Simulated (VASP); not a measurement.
# GaP in VASP: a series of runs

The runs below take GaP through single point, with PBE.

Program: VASP 6.6.1. These are calculated values, not measurements. Logs are shortened: lines on timing, memory, paths and dates and some standing lists are left out, and cuts for length are marked.

## (1) The cell of the first run

Symmetry: I-4m2, No. 119, tetragonal system. Conventional cell: a = 3.854 Å, b = 3.854 Å, c = 5.287 Å, α = 90.00°, β = 90.00°, γ = 90.00°. Ga (site symmetry -4m2) has 4 P at 2.34 Å within 3.1 Å. Within 3.1 Å of P (site symmetry -4m2) lie 4 Ga at 2.34 Å.

## (2) Single point, PBE (zz strain of -3 %)

INCAR

```
PREC = Accurate
ENCUT = 520
EDIFF = 1E-6
ISMEAR = -1
SIGMA = 0.05
LREAL = F
LASPH = T
NELM = 80
ALGO = Normal
ISIF = 2
LWAVE = F
LCHARG = F
GGA = PE
NBANDS = 16
```

KPOINTS

```
Automatic mesh
0
Gamma
  10 10 10
```

POSCAR

```
GaP
1.0
    0.0000000000      2.7252500000      2.6434925000
    2.7252500000      0.0000000000      2.6434925000
    2.7252500000      2.7252500000      0.0000000000
Ga P
1 1
Direct
    0.0000000000      0.0000000000      0.0000000000
    0.7500000000      0.7500000000      0.7500000000
```

Potentials or basis: VASP PAW PBE potentials, release 64 (Ga_d, P).

Run with:

```console
$ cat potpaw_PBE.64/Ga_d/POTCAR potpaw_PBE.64/P/POTCAR > POTCAR
$ mpirun -np 1 vasp_std > vasp.out
```

OUTCAR:

```text
PREC = Accurate
   ENCUT = 520
   EDIFF = 1E-6
   ISMEAR = -1
   LREAL = F
   LASPH = T
   NELM = 80
   ISIF = 2
   GGA = PE

 ion  position               nearest neighbor table
   1  0.000  0.000  0.000-   2 2.34   2 2.34   2 2.34   2 2.34
   2  0.750  0.750  0.750-   1 2.34   1 2.34   1 2.34   1 2.34

  LATTYP: Found a body centered tetragonal cell.
 ALAT       =     3.8540855109
 C/A-ratio  =     1.3717871555

  Lattice vectors:

 A1 = (   0.0000000000,  -2.7252500000,  -2.6434925000)
 A2 = (   0.0000000000,   2.7252500000,  -2.6434925000)
 A3 = (   2.7252500000,   0.0000000000,   2.6434925000)

Analysis of symmetry for initial positions (statically):
=====================================================================
 Subroutine PRICEL returns:
 Original cell was already a primitive cell.

 Routine SETGRP: Setting up the symmetry group for a
 body centered tetragonal supercell.

 Subroutine GETGRP returns: Found  8 space group operations
 (whereof  8 operations were pure point group operations)
 out of a pool of 16 trial point group operations.

The static configuration has the point symmetry D_2d.

Analysis of symmetry for dynamics (positions and initial velocities):
=====================================================================
 Subroutine PRICEL returns:
 Original cell was already a primitive cell.

 Routine SETGRP: Setting up the symmetry group for a
 body centered tetragonal supercell.

 Subroutine GETGRP returns: Found  8 space group operations
 (whereof  8 operations were pure point group operations)
 out of a pool of 16 trial point group operations.

The dynamic configuration has the point symmetry D_2d.

 Subroutine INISYM returns: Found  8 space group operations
 (whereof  8 operations are pure point group operations),
 and found     1 'primitive' translations

----------------------------------------------------------------------------------------

                                     Primitive cell

  volume of cell :      39.2664

  direct lattice vectors                    reciprocal lattice vectors
     0.000000000  2.725250000  2.643492500    -0.183469406  0.183469406  0.189143718
     2.725250000  0.000000000  2.643492500     0.183469406 -0.183469406  0.189143718
     2.725250000  2.725250000  0.000000000     0.183469406  0.183469406 -0.189143718

  length of vectors
     3.796714390  3.796714390  3.854085511     0.321087826  0.321087826  0.321087826

  position of ions in fractional coordinates (direct lattice)
     0.000000000  0.000000000  0.000000000
     0.750000000  0.750000000  0.750000000

  ion indices of the primitive-cell ions
   primitive index   ion index
                 1           1
                 2           2

----------------------------------------------------------------------------------------

 KPOINTS: Automatic mesh

Automatic generation of k-mesh.
 Grid dimensions read from file:
 generate k-points for:   10   10   10

 Generating k-lattice:

  Cartesian coordinates                     Fractional coordinates (reciprocal lattice)
    -0.018346941  0.018346941  0.018914372     0.100000000  0.000000000  0.000000000
     0.018346941 -0.018346941  0.018914372     0.000000000  0.100000000  0.000000000
     0.018346941  0.018346941 -0.018914372     0.000000000  0.000000000  0.100000000

  Length of vectors
     0.032108783  0.032108783  0.032108783

  Shift w.r.t. Gamma in fractional coordinates (k-lattice)
     0.000000000  0.000000000  0.000000000

 Subroutine IBZKPT returns following result:
 ===========================================

 Found    102 irreducible k-points:

 Following reciprocal coordinates:
            Coordinates               Weight
  0.000000  0.000000  0.000000      1.000000
  0.100000  0.000000  0.000000      8.000000
  0.200000  0.000000  0.000000      8.000000
  0.300000  0.000000  0.000000      8.000000
  0.400000 -0.000000  0.000000      8.000000
  0.500000  0.000000  0.000000      4.000000
[... 16 lines left out ...]
  0.300000  0.300000  0.000000      2.000000
  0.400000  0.300000  0.000000      8.000000
 [... further k-points ...]
   k-points           NKPTS =    102   k-points in BZ     NKDIM =    102   number of bands    NBANDS=     16
   number of dos      NEDOS =    301   number of ions     NIONS =      2
   total plane-waves  NPLWV =  23520
   dimension x,y,z NGX =    28 NGY =   28 NGZ =   30
   dimension x,y,z NGXF=    56 NGYF=   56 NGZF=   60
   ions per type =               1   1
   NGX,Y,Z   is equivalent  to a cutoff of  12.26, 12.26, 12.94 a.u.
   NGXF,Y,Z  is equivalent  to a cutoff of  24.52, 24.52, 25.88 a.u.
 SYSTEM =  unknown system
   PREC   = accura    normal or accurate (medium, high low for compatibility)
   ISTART =      0    job   : 0-new  1-cont  2-samecut
   ICHARG =      2    charge: 1-file 2-atom 10-const
   ISPIN  =      1    spin polarized calculation?
   LNONCOLLINEAR =      F non collinear calculations
   LSORBIT =      F    spin-orbit coupling
   LASPH  =      T    aspherical Exc in radial PAW
   ENCUT  =  520.0 eV  38.22 Ry    6.18 a.u.   7.06  7.06  7.17*2*pi/ulx,y,z
   NELM   =     80;   NELMIN=  2; NELMDL= -5     # of ELM steps
   EDIFF  = 0.1E-05   stopping-criterion for ELM
   LREAL  =      F    real-space projection
   EDIFFG = 0.1E-04   stopping-criterion for IOM
   NSW    =      0    number of steps for IOM
   IBRION =     -1    ionic relax: 0-MD 1-quasi-New 2-CG
   NFREE  =      0    steps in history (QN), initial steepest desc. (CG)
   ISIF   =      2    stress and relaxation
   ISYM   =      2    0-nonsym 1-usesym 2-fastsym
   POTIM  = 0.5000    time-step for ionic-motion
   TEBEG  =    0.0;   TEEND  =   0.0 temperature during run
   PSTRESS=    0.0 pullay stress
   NELECT =      18.0000    total number of electrons
   NUPDOWN=      -1.0000    fix difference up-down
   EMIN   =  10.00;   EMAX   =-10.00  energy-range for DOS
   EFERMI =   0.00;   METHOD = LEGACY
   ISMEAR =    -1;   SIGMA  =   0.05  broadening in eV -4-tet -1-fermi 0-gaus
   EFERMI_NEDOS =   21; number of points for ismear=-14 and -15
   IALGO  =     38    algorithm
   IMIX   =      4    mixing-type and parameters
     AMIX     =   0.40;   BMIX     =  1.00
     AMIX_MAG =   1.60;   BMIX_MAG =  1.00
  volume/ion in A,a.u.               =      19.63       132.49
  Fermi-wavevector in a.u.,A,eV,Ry     =   1.262289  2.385380 21.679157  1.593373
  Thomas-Fermi vector in A             =   2.395705
   LORBIT       =      0    0 simple, 1 ext, 2 COOP (PROOUT), +10 PAW based schemes
   GGA     = PE    functional components
   LHFCALC =     F    Hartree Fock is set to
   AEXX    =    0.0000 exact exchange contribution
   IVDW    =     0    specifies the selected vdW correction
   LEPSILON=     F    determine dielectric tensor
   LRPA    =     F    only Hartree local field effects (RPA)
 non-spin polarized calculation
  energy-cutoff  :      520.00
  volume of cell :       39.27
 maximum number of plane-waves:      1074
   NGX = 15   NGY = 15   NGZ = 15

 number of electron      17.9999995 magnetization

 Free energy of the ion-electron system (eV)
  ---------------------------------------------------
  ext. energy  EPLUGINS =         0.00000000
  ---------------------------------------------------
  free energy    TOTEN  =        -9.08342703 eV

  energy without entropy =       -9.08342701  energy(sigma->0) =       -9.08342702

 E-fermi :   5.6925     XC(G=0):  -9.9741

 val. band max:        5.0780097423   @ k =   0.0000   0.0000   0.0000
 cond. band min:       6.3358332760   @ k =   0.4000   0.4000   0.0000
 fundamental gap:      1.2578235338
 Fermi energy:         5.6924782055

 k-point     1 :       0.0000    0.0000    0.0000
  band No.  band energies     occupation
      1      -9.6406      2.00000
      2      -9.6406      2.00000
      3      -9.6314      2.00000
      4      -9.5309      2.00000
      5      -9.5264      2.00000
      6      -7.7555      2.00000
[... 8 lines left out ...]
     15      14.5194      0.00000
     16      15.0603      0.00000

 k-point     2 :       0.1000    0.0000    0.0000
  band No.  band energies     occupation
      1      -9.6490      2.00000
      2      -9.6372      2.00000
      3      -9.6303      2.00000
      4      -9.5311      2.00000
      5      -9.5262      2.00000
      6      -7.6198      2.00000
[... 8 lines left out ...]
     15      14.4340      0.00000
     16      14.6303      0.00000

 k-point     3 :       0.2000    0.0000    0.0000
  band No.  band energies     occupation
      1      -9.6737      2.00000
      2      -9.6288      2.00000
      3      -9.6228      2.00000
      4      -9.5311      2.00000
      5      -9.5251      2.00000
      6      -7.2269      2.00000
[... 8 lines left out ...]
     15      13.9903      0.00000
     16      15.2224      0.00000

 k-point     4 :       0.3000    0.0000    0.0000
  band No.  band energies     occupation
      1      -9.7017      2.00000
      2      -9.6202      2.00000
      3      -9.6145      2.00000
      4      -9.5295      2.00000
      5      -9.5218      2.00000
      6      -6.6247      2.00000
[... 8 lines left out ...]
     15      14.3149      0.00000
     16      14.8718      0.00000
[... 324 lines left out ...]
 k-point    22 :      -0.2000    0.2000    0.0000
  band No.  band energies     occupation
      1      -9.7077      2.00000
      2      -9.6142      2.00000
      3      -9.6076      2.00000
      4      -9.5286      2.00000
      5      -9.5275      2.00000
      6      -6.4390      2.00000
[... 8 lines left out ...]
     15      16.2820      0.00000
     16      17.2480      0.00000

 k-point    23 :       0.3000    0.3000    0.0000
  band No.  band energies     occupation
      1      -9.7298      2.00000
      2      -9.5931      2.00000
      3      -9.5931      2.00000
      4      -9.5583      2.00000
      5      -9.5087      2.00000
      6      -6.1864      2.00000
[... 8 lines left out ...]
     15      15.9582      0.00000
     16      19.1728      0.00000

 k-point    24 :       0.4000    0.3000    0.0000
  band No.  band energies     occupation
      1      -9.7438      2.00000
      2      -9.5861      2.00000
      3      -9.5842      2.00000
      4      -9.5617      2.00000
      5      -9.5059      2.00000
      6      -5.6319      2.00000
[... 8 lines left out ...]
     15      16.7459      0.00000
     16      19.0781      0.00000

 [... further k-points ...]
[... 5 lines left out ...]
  --------------------------------------------------------------------------------------
  -------------------------------------------------------------------------------------
  Total        1.1111754      1.1111754      1.6280663      0.0000000      0.0000000      0.0000000
  in kB       45.3390523     45.3390523     66.4296390      0.0000000      0.0000000      0.0000000
  external PRESSURE =      52.3692479 kB  Pullay stress =       0.0000000 kB

 VOLUME and BASIS-vectors are now :
 -----------------------------------------------------------------------------
  energy-cutoff  :      520.00
  volume of cell :       39.27
      direct lattice vectors                 reciprocal lattice vectors
     0.000000000  2.725250000  2.643492500    -0.183469406  0.183469406  0.189143718
     2.725250000  0.000000000  2.643492500     0.183469406 -0.183469406  0.189143718
     2.725250000  2.725250000  0.000000000     0.183469406  0.183469406 -0.189143718

 POSITION                                       TOTAL-FORCE (eV/Angst)
 -----------------------------------------------------------------------------------
      0.00000      0.00000      0.00000        -0.000000     -0.000000     -0.000000
      4.08788      4.08788      3.96524         0.000000      0.000000      0.000000
 -----------------------------------------------------------------------------------
    total drift:                                0.000001      0.000001     -0.000005

  FREE ENERGIE OF THE ION-ELECTRON SYSTEM (eV)
  ---------------------------------------------------
  free  energy   TOTEN  =        -9.0834270315 eV

  energy  without entropy=       -9.0834270146  energy(sigma->0) =       -9.08342702
```

It took 54 s on 1 thread of Intel Xeon 6975P-C (Granite Rapids), shared host; peak memory 0.2 GiB.

Results:

| Property | Result |
| --- | --- |
| Free energy | -9.0834 eV |
| Pressure | 5.2 GPa |
| Band gap on the k mesh | 1.26 eV, indirect (least direct gap 1.96 eV) |

Stress tensor (GPa, compression positive):
```
4.53 0.00 0.00
0.00 4.53 0.00
0.00 0.00 6.64
```

Caveat: the cell differs from its parent crystal (zz strain of -3 %).

## (3) Single point, PBE (zz strain of -1 %)

INCAR

```
SYSTEM = GaP
  ALGO = Normal
  EDIFF = 1E-6
  ENCUT = 520
  GGA = PE
  ISIF = 2
  ISMEAR = -1
  LASPH = .TRUE.
  LCHARG = .FALSE.
  LREAL = .FALSE.
  LWAVE = .FALSE.
  NBANDS = 16
  NELM = 100
  PREC = Accurate
  SIGMA = 0.05
```

KPOINTS

```
k-points
0
G
  10 10 10
  0 0 0
```

POSCAR

```
GaP
1.0
    0.0000000000      2.7252500000      2.6979975000
    2.7252500000      0.0000000000      2.6979975000
    2.7252500000      2.7252500000      0.0000000000
Ga P
1 1
Direct
    0.0000000000      0.0000000000      0.0000000000
    0.7500000000      0.7500000000      0.7500000000
```

Potentials or basis: VASP PAW PBE potentials, release 64 (Ga_d, P).

Run with:

```console
$ cat potpaw_PBE.64/Ga_d/POTCAR potpaw_PBE.64/P/POTCAR > POTCAR
$ mpirun -np 1 vasp_std > vasp.out
```

OUTCAR:

```text
SYSTEM = GaP
   EDIFF = 1E-6
   ENCUT = 520
   GGA = PE
   ISIF = 2
   ISMEAR = -1
   LASPH = .TRUE.
   LREAL = .FALSE.
   NELM = 100
   PREC = Accurate

 ion  position               nearest neighbor table
   1  0.000  0.000  0.000-   2 2.35   2 2.35   2 2.35   2 2.35
   2  0.750  0.750  0.750-   1 2.35   1 2.35   1 2.35   1 2.35

  LATTYP: Found a body centered tetragonal cell.
 ALAT       =     3.8540855109
 C/A-ratio  =     1.4000714267

  Lattice vectors:

 A1 = (   0.0000000000,  -2.7252500000,  -2.6979975000)
 A2 = (   0.0000000000,   2.7252500000,  -2.6979975000)
 A3 = (   2.7252500000,   0.0000000000,   2.6979975000)

Analysis of symmetry for initial positions (statically):
=====================================================================
 Subroutine PRICEL returns:
 Original cell was already a primitive cell.

 Routine SETGRP: Setting up the symmetry group for a
 body centered tetragonal supercell.

 Subroutine GETGRP returns: Found  8 space group operations
 (whereof  8 operations were pure point group operations)
 out of a pool of 16 trial point group operations.

The static configuration has the point symmetry D_2d.

Analysis of symmetry for dynamics (positions and initial velocities):
=====================================================================
 Subroutine PRICEL returns:
 Original cell was already a primitive cell.

 Routine SETGRP: Setting up the symmetry group for a
 body centered tetragonal supercell.

 Subroutine GETGRP returns: Found  8 space group operations
 (whereof  8 operations were pure point group operations)
 out of a pool of 16 trial point group operations.

The dynamic configuration has the point symmetry D_2d.

 Subroutine INISYM returns: Found  8 space group operations
 (whereof  8 operations are pure point group operations),
 and found     1 'primitive' translations

----------------------------------------------------------------------------------------

                                     Primitive cell

  volume of cell :      40.0760

[... 103 lines left out ...]
   ISMEAR =    -1;   SIGMA  =   0.05  broadening in eV -4-tet -1-fermi 0-gaus
   EFERMI_NEDOS =   21; number of points for ismear=-14 and -15
   IALGO  =     38    algorithm
   IMIX   =      4    mixing-type and parameters
     AMIX     =   0.40;   BMIX     =  1.00
     AMIX_MAG =   1.60;   BMIX_MAG =  1.00
  volume/ion in A,a.u.               =      20.04       135.22
  Fermi-wavevector in a.u.,A,eV,Ry     =   1.253731  2.369207 21.386190  1.571841
  Thomas-Fermi vector in A             =   2.387569
   LORBIT       =      0    0 simple, 1 ext, 2 COOP (PROOUT), +10 PAW based schemes
   GGA     = PE    functional components
   LHFCALC =     F    Hartree Fock is set to
   AEXX    =    0.0000 exact exchange contribution
   IVDW    =     0    specifies the selected vdW correction
   LEPSILON=     F    determine dielectric tensor
   LRPA    =     F    only Hartree local field effects (RPA)
 non-spin polarized calculation
  energy-cutoff  :      520.00
  volume of cell :       40.08
 maximum number of plane-waves:      1098
 NGX is ok and might be reduce to    30
   NGX = 15   NGY = 15   NGZ = 15

 number of electron      17.9999988 magnetization

 Free energy of the ion-electron system (eV)
  ---------------------------------------------------
  ext. energy  EPLUGINS =         0.00000000
  ---------------------------------------------------
  free energy    TOTEN  =        -9.11008949 eV

  energy without entropy =       -9.11008949  energy(sigma->0) =       -9.11008949

 E-fermi :   5.5265     XC(G=0):  -9.8795

 val. band max:        4.7914302838   @ k =   0.0000   0.0000   0.0000
 cond. band min:       6.2819835705   @ k =   0.4000   0.4000   0.0000
 fundamental gap:      1.4905532867
 Fermi energy:         5.5264681766

 k-point     1 :       0.0000    0.0000    0.0000
  band No.  band energies     occupation
      1      -9.8135      2.00000
      2      -9.8135      2.00000
      3      -9.8105      2.00000
      4      -9.7105      2.00000
      5      -9.7089      2.00000
      6      -7.8131      2.00000
[... 433 lines left out ...]
      3      -9.7616      2.00000
      4      -9.7371      2.00000
      5      -9.6913      2.00000
      6      -5.7877      2.00000
[... 8 lines left out ...]
     15      16.5340      0.00000
     16      18.6415      0.00000

 [... further k-points ...]
[... 5 lines left out ...]
  --------------------------------------------------------------------------------------
  -------------------------------------------------------------------------------------
  Total        0.7694769      0.7694769      0.9505060      0.0000000      0.0000000     -0.0000000
  in kB       30.7625199     30.7625199     37.9997920      0.0000000      0.0000000     -0.0000000
  external PRESSURE =      33.1749439 kB  Pullay stress =       0.0000000 kB

 VOLUME and BASIS-vectors are now :
 -----------------------------------------------------------------------------
  energy-cutoff  :      520.00
  volume of cell :       40.08
      direct lattice vectors                 reciprocal lattice vectors
     0.000000000  2.725250000  2.697997500    -0.183469406  0.183469406  0.185322633
     2.725250000  0.000000000  2.697997500     0.183469406 -0.183469406  0.185322633
     2.725250000  2.725250000  0.000000000     0.183469406  0.183469406 -0.185322633

 POSITION                                       TOTAL-FORCE (eV/Angst)
 -----------------------------------------------------------------------------------
      0.00000      0.00000      0.00000         0.000000      0.000000      0.000000
      4.08788      4.08788      4.04700        -0.000000     -0.000000     -0.000000
 -----------------------------------------------------------------------------------
    total drift:                               -0.000001     -0.000001     -0.000001

  FREE ENERGIE OF THE ION-ELECTRON SYSTEM (eV)
  ---------------------------------------------------
  free  energy   TOTEN  =        -9.1100894904 eV

  energy  without entropy=       -9.1100894873  energy(sigma->0) =       -9.11008949
```

Wall time 72 s (1 thread of Intel Xeon 6975P-C (Granite Rapids), shared host); peak memory 0.2 GiB.

Results:

```yaml
Free_energy: -9.1101 eV
Pressure: 3.3 GPa
Band_gap_on_the_k_mesh: 1.49 eV, indirect (least direct gap 1.87 eV)
```

Caveat: the cell differs from its parent crystal (zz strain of -1 %).

(Part 1 of 2 ends here.)
